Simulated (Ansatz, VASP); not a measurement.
**One calculation of HfSi3W, two programs**

```
Hf Si W
1.0
     4.21162    0.00000    0.00000
    -2.10581    3.64737    0.00000
     0.00000    0.00000    6.64595
Hf Si W
1 3 1
Direct
  0.33333 0.66667 0.77965
  0.00000 0.00000 0.00449
  0.33333 0.66667 0.36494
  0.66667 0.33333 0.62586
  0.66667 0.33333 0.22507
```

Change from the starting cell: species swapped into the Mg3BiSb type (P3m1, No. 156).

Alike in both runs: task relaxation of cell and atoms; functional PBE; k mesh 5 × 5 × 3; occupations gaussian, width 0.2 eV; no spin polarisation.

|  | VASP | Ansatz |
| --- | --- | --- |
| version | VASP 6.6.1 | Ansatz 0.2.0 |
| potentials or method | VASP PAW PBE potentials, release 64 (Hf_pv, Si, W_sv), cutoff 500 eV | scalar-relativistic, plane waves, PAW |
| valence electrons in the cell | 36 | 52 |

|  | VASP | Ansatz | Ansatz less VASP |
| --- | --- | --- | --- |
| gap on the k mesh at the Fermi level, each at its own relaxed structure (eV) | none | none | - |
| relaxed volume (Å³/atom) | 17.04 | 17.11 | +0.072 |
| relaxed length of the cell vector where the two differ most in proportion (Å) | 6.971 | 6.985 | +0.0138 |

A gap of «none» marks a metal or a gap that the smearing closes. VASP's potentials hold 36 valence electrons a cell and Ansatz's 52, so a difference there can come from the potentials and not from the codes.

Neither program's run includes spin-orbit coupling. Noted on VASP's run: the volume moved by over 15 % at a fixed basis, so the end points are rough.
